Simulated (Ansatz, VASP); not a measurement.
## Sc: VASP beside Ansatz

```xyz
2
Lattice="3.2912 0.0000 0.0000 -1.6456 2.8503 0.0000 0.0000 0.0000 5.3326" Properties=species:S:1:pos:R:3 pbc="T T T"
Sc    0.0000    1.9002    1.3331
Sc    1.6456    0.9501    3.9994
```

Alike in both runs: task single point; functional PBEsol; k mesh 6 × 6 × 4; occupations gaussian, width 0.1 eV; no spin polarisation.

```csv
,VASP,Ansatz
version,VASP 6.6.1,Ansatz 0.2.0
potentials or method,"VASP PAW PBE potentials, release 64 (Sc_sv), cutoff 520 eV","scalar-relativistic, plane waves, PAW"
valence electrons in the cell,22,22
```

```csv
,VASP,Ansatz,Ansatz less VASP
gap on the k mesh at the Fermi level (eV),none,none,-
pressure (GPa),-2.9,-2.9,+0.02
"traceless stress, the component that is largest in VASP (GPa)",-2.04,-2.03,+0.008
```

VASP's potentials were made for PBE, not for PBEsol, and Ansatz warns of the same on its side. A gap of «none» marks a metal or a gap that the smearing closes.

The k mesh is coarse, so the values compare programs but aren't converged.
